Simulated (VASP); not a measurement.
Crystal: K2H5.

```xyz
7
Lattice="5.7742 0.0000 0.0000 -2.8871 5.0006 0.0000 0.0000 0.0000 7.0702" Properties=species:S:1:pos:R:3 pbc="T T T"
K     0.0000    3.3338    0.0000
K     2.8871    1.6669    0.0000
H     0.0000    3.3338    3.9477
H     2.8871    1.6669    3.9477
H     0.0000    3.3338    3.1225
H     2.8871    1.6669    3.1225
H     0.0000    0.0000    0.0000
```

The cell was built from a structure type or drawn by symmetry, and may not be a known phase.

| Quantity | Value |
| --- | --- |
| Program | VASP 6.6.1 |
| Task | relaxation of cell and atoms |
| Functional | PBE |
| Potentials or basis | VASP PAW PBE potentials, release 64 (K_sv, H) |
| Cutoff | 500 eV |
| k mesh | 3 × 3 × 4 |
| Occupations | gaussian, width 0.1 eV |
| Spin | no spin polarisation |

At the start: pressure -0.6 GPa; volume 29.16 Å³/atom.

Question: How do energy, volume and symmetry change on relaxing?

Answer: Over 9 steps the energy falls by 12.1 meV/atom and the volume is 29.50 Å³/atom (+1.1 %); space group P6/mmm (No. 191, to 0.1 Å) before and after.

Step by step:
```tsv
step	energy change (eV)	largest force (eV/Å)	pressure (GPa)	volume (Å³)
1	0.0000	1.3392	-0.62	204.15
2	0.1621	3.1885	1.40	200.82
3	-0.0800	0.0230	0.07	202.79
4	-0.0800	0.0097	0.08	202.77
5	-0.0806	0.0163	0.08	203.10
6	-0.0822	0.0372	0.08	204.08
7	-0.0845	0.0832	0.09	206.05
8	-0.0850	0.0431	0.03	206.49
9	-0.0850	0.0392	0.03	206.48
```

Final structure:
```yaml
crystal:
  lattice:
    - [5.76503, 0.00000, 0.00000]
    - [-2.88252, 4.99267, 0.00000]
    - [0.00000, 0.00000, 7.17369]
  atoms:
    - { symbol: K, position: [0.33333, 0.66667, 0.00000] }
    - { symbol: K, position: [0.66667, 0.33333, 0.00000] }
    - { symbol: H, position: [0.33333, 0.66667, 0.55358] }
    - { symbol: H, position: [0.66667, 0.33333, 0.55358] }
    - { symbol: H, position: [0.33333, 0.66667, 0.44642] }
    - { symbol: H, position: [0.66667, 0.33333, 0.44642] }
    - { symbol: H, position: [0.00000, 0.00000, 0.00000] }
```

Caveat: the k points lie up to 0.42 Å⁻¹ apart in the final cell, too coarse for converged energies and pressures of a metal.
